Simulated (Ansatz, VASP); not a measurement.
**MgCd2S3 in VASP and in Ansatz**

```
Mg Cd S
1.0
     4.14860   -0.00041   -0.00018
    -2.07466    3.59286    0.00022
    -0.00092    0.00075   20.17119
Mg Cd S
2 4 6
Direct
  0.00016 0.99993 0.50227
  0.00017 0.00008 0.83133
  0.66612 0.33304 0.99753
  0.66686 0.33345 0.33956
  0.66678 0.33342 0.66877
  0.99995 0.99999 0.16834
  0.66665 0.33333 0.12490
  0.66688 0.33325 0.46691
  0.66683 0.33340 0.79599
  0.00009 0.00015 0.29577
  0.00002 0.00011 0.62480
  0.99950 0.99986 0.95383
```

Change from the starting cell: cell x1, atoms moved at random (sigma 0.05 Å) and cell strained at random (1.5 %), then relaxed without symmetry.

Alike in both runs: functional PBE; k mesh 6 × 6 × 1; occupations gaussian, width 0.1 eV; no spin polarisation.

Ansatz relaxed the structure, and its values are those at the end. VASP's run is a single point on that final structure, the one shown.

|  | VASP | Ansatz |
| --- | --- | --- |
| version | VASP 6.6.1 | Ansatz 0.2.0 |
| potentials or method | VASP PAW PBE potentials, release 64 (Mg, Cd, S), cutoff 520 eV | scalar-relativistic, plane waves, PAW |
| valence electrons in the cell | 88 | 136 |

Ansatz gave:

| Property | Result |
| --- | --- |
| gap on the k mesh at the Fermi level (eV) | 1.53 |
| least direct gap on the mesh (eV) | 1.53 |
| pressure (GPa) | 0.0 |
| rms of the force components (eV/Å) | 0.001 |

Task: Which values does VASP return?

Result: gap on the k mesh at the Fermi level (eV): 1.53; least direct gap on the mesh (eV): 1.53; pressure (GPa): 0.2; rms of the force components (eV/Å): 0.012.

VASP's potentials hold 88 valence electrons a cell and Ansatz's 136, so a difference there can come from the potentials and not from the codes.
